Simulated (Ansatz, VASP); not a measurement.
One calculation of Mg2FeH6, two programs

```
CELL_PARAMETERS angstrom
0.00000 3.07536 3.07536
3.07536 0.00000 3.07536
3.07536 3.07536 0.00000
ATOMIC_POSITIONS crystal
Mg 0.25000 0.25000 0.25000
Mg 0.75000 0.75000 0.75000
Fe 0.00000 0.00000 0.00000
H 0.75114 0.24886 0.24886
H 0.24886 0.75114 0.24886
H 0.24886 0.75114 0.75114
H 0.75114 0.24886 0.75114
H 0.24886 0.24886 0.75114
H 0.75114 0.75114 0.24886
```

Alike in both runs: functional LDA; k mesh 8 × 8 × 8; occupations gaussian, width 0.02 eV; no spin polarisation.

Ansatz relaxed the structure, and its values are those at the end. VASP's run is a single point on that final structure, the one shown.

```csv
,VASP,Ansatz
version,VASP 6.6.1,Ansatz 0.2.0
potentials or method,"VASP PAW LDA potentials, release 64 (Mg, Fe, H), cutoff 520 eV","scalar-relativistic, plane waves, PAW"
valence electrons in the cell,18,42
```

VASP gave:

- gap on the k mesh at the Fermi level (eV): 1.81
- least direct gap on the mesh (eV): 1.81
- pressure (GPa): 5.7
- rms of the force components (eV/Å): 0.020

**Question.** What did Ansatz give for the same quantities?

**Answer.** gap on the k mesh at the Fermi level (eV): 1.83; least direct gap on the mesh (eV): 1.83; pressure (GPa): 6.2; rms of the force components (eV/Å): 0.000.

LDA's correlation is that of Perdew and Zunger in VASP and of Perdew and Wang (1992) in Ansatz. VASP's potentials hold 18 valence electrons a cell and Ansatz's 42, so a difference there can come from the potentials and not from the codes. Ansatz's warnings: stress scf threshold loose.
